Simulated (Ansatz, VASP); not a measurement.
**Two plane-wave programs on BC7**

File INCAR:

```
PREC = Accurate
ENCUT = 520
EDIFF = 1E-6
ISMEAR = -1
SIGMA = 0.05
LREAL = F
LASPH = T
NELM = 60
ALGO = Normal
ISIF = 2
LWAVE = F
LCHARG = F
GGA = PE
NBANDS = 26
```

File KPOINTS:

```
regular mesh
0
Gamma
  6 6 6
```

The input POSCAR:

```
BC7
1.0
    3.6201530000      0.0000000000      0.0000000000
    0.0000000000      3.6201530000      0.0000000000
    0.0000000000      0.0000000000      3.6201530000
B C
1 7
Direct
    0.0000000000      0.0000000000      0.0000000000
    0.0000000000      0.5000000000      0.5000000000
    0.5000000000      0.5000000000      0.0000000000
    0.5000000000      0.0000000000      0.5000000000
    0.7452210000      0.7452210000      0.2547790000
    0.7452210000      0.2547790000      0.7452210000
    0.2547790000      0.7452210000      0.7452210000
    0.2547790000      0.2547790000      0.2547790000
```

Input for Ansatz:

```yaml
crystal:
  lattice:
    - [3.620153, 0.0, 0.0]
    - [0.0, 3.620153, 0.0]
    - [0.0, 0.0, 3.620153]
  atoms:
    - { symbol: B, position: [0.0, 0.0, 0.0] }
    - { symbol: C, position: [0.0, 0.5, 0.5] }
    - { symbol: C, position: [0.5, 0.5, 0.0] }
    - { symbol: C, position: [0.5, 0.0, 0.5] }
    - { symbol: C, position: [0.745221, 0.745221, 0.254779] }
    - { symbol: C, position: [0.745221, 0.254779, 0.745221] }
    - { symbol: C, position: [0.254779, 0.745221, 0.745221] }
    - { symbol: C, position: [0.254779, 0.254779, 0.254779] }
kpoints:
  mp_grid: { grid: [6, 6, 6] }
hamiltonian:
  xc: pbe
scf:
  occupations: { method: fermi_dirac, width: 0.05 }
basis:
  ecutwfc: "38 Ry"
output:
  forces: true
```

Alike in both runs: task single point; functional PBE; k mesh 6 × 6 × 6; occupations fermi-dirac, width 0.05 eV; no spin polarisation.

|  | VASP | Ansatz |
| --- | --- | --- |
| version | VASP 6.6.1 | Ansatz 0.2.0 |
| potentials or method | VASP PAW PBE potentials, release 64 (B, C), cutoff 520 eV | plane waves, PAW |
| valence electrons in the cell | 31 | 31 |

|  | VASP | Ansatz | Ansatz less VASP |
| --- | --- | --- | --- |
| rms of the force components (eV/Å) | 0.009 | 0.005 | -0.0034 |

Atom by atom the forces differ by 0.003 eV/Å (rms over components).
